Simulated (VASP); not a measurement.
A run of VASP 6.6.1 is set up as follows.

INCAR

```
PREC = Accurate
ENCUT = 520
EDIFF = 1E-6
ISMEAR = 0
SIGMA = 0.1
LREAL = F
LASPH = T
NELM = 80
ALGO = Normal
ISIF = 2
LWAVE = F
LCHARG = F
LDIPOL = T
IDIPOL = 3
DIPOL = 0.5 0.5 0.291
GGA = PE
NBANDS = 33
```

File KPOINTS:

```
Automatic mesh
0
Gamma
  6 6 1
```

File POSCAR:

```
WCS
1.0
    6.3452798736      0.0079069471      0.0000000000
   -1.5828712350      2.7419897157      0.0000000000
    0.0000000000      0.0000000000     29.3647113200
W C S
2 2 2
Direct
   -0.0002557264     -0.0003212082      0.2995399193
    0.4996879361     -0.0002694592      0.2995457871
    0.1673913558      0.6673782791      0.3307050431
    0.6673966865      0.6674673786      0.3306936421
    0.1662401088      0.6661905652      0.2434289011
    0.6662063060      0.6662211111      0.2434358446
```

Potentials or basis: VASP PAW PBE potentials, release 64 (W_sv, C, S).

Run with:

```console
$ cat potpaw_PBE.64/W_sv/POTCAR potpaw_PBE.64/C/POTCAR potpaw_PBE.64/S/POTCAR > POTCAR
$ mpirun -np 1 vasp_std > vasp.out
```

**Question.** Predict the band gap on the k mesh.

**Answer.** 0.59 eV.

**Question.** Predict the largest force.

**Answer.** 0.059 eV/Å.

Forces on the atoms (eV/Å):
```
W   -0.004  0.004 -0.052
W    0.002  0.001 -0.055
C    0.000 -0.003  0.058
C    0.002 -0.001  0.059
S    0.000 -0.001 -0.006
S    0.001  0.000 -0.005
```

Caveat: spin-orbit coupling is left out, which moves the levels of the heavy elements.
